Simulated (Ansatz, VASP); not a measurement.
**One calculation of P, two programs**

Contents of INCAR:

```
SYSTEM = P
ALGO = Normal ; EDIFF = 1E-8
ENCUT = 520 ; GGA = PE
ISIF = 2 ; ISMEAR = -1
LASPH = .True. ; LCHARG = .False.
LEFG = .True. ; LREAL = .False.
LWAVE = .False. ; NBANDS = 12
NELM = 60 ; PREC = Accurate
SIGMA = 0.08
```

The input KPOINTS:

```
k-points
0
Gamma
  11 11 11
  0 0 0
```

Contents of POSCAR:

```
P
1.0
    0.0000000000      2.7401519736      2.7401519736
    2.7401519736      0.0000000000      2.7401519736
    2.7401519736      2.7401519736      0.0000000000
P
2
Direct
    0.0000000000      0.0000000000      0.0000000000
    0.2500000000      0.2500000000      0.2500000000
```

Input for Ansatz:

```yaml
crystal:
  lattice:
    - [0.0, 2.7401519736, 2.7401519736]
    - [2.7401519736, 0.0, 2.7401519736]
    - [2.7401519736, 2.7401519736, 0.0]
  atoms:
    - { symbol: P, position: [0.0, 0.0, 0.0] }
    - { symbol: P, position: [0.25, 0.25, 0.25] }
kpoints:
  mp_grid: { grid: [11, 11, 11] }
  band_path:
    path:
      - [0.0, 0.0, 0.0]
      - [0.5, 0.0, 0.5]
      - [0.625, 0.25, 0.625]
      - [0.375, 0.375, 0.75]
      - [0.0, 0.0, 0.0]
      - [0.5, 0.5, 0.5]
      - [0.5, 0.25, 0.75]
      - [0.5, 0.0, 0.5]
    npoints: 8
scf:
  occupations: { method: fermi_dirac, width: 0.08 }
hamiltonian:
  xc: pbe
  pseudopotentials: { kind: all_electron, datasets: crystal }
output:
  forces: true
  stress: true
  eigenvalues: true
  efg: { contact_densities: true }
```

Alike in both runs: task electric field gradients; functional PBE; k mesh 11 × 11 × 11; occupations fermi-dirac, width 0.08 eV; no spin polarisation.

```csv
,VASP,Ansatz
version,VASP 6.6.1,Ansatz 0.2.0
potentials or method,"VASP PAW PBE potentials, release 64 (P), cutoff 520 eV","all-electron PAW with datasets made for the crystal, scalar-relativistic"
```

```tsv
	VASP	Ansatz	Ansatz less VASP
pressure (GPa)	-0.1	0.0	+0.13
```

Ansatz ran all-electron here, and VASP with PAW potentials.
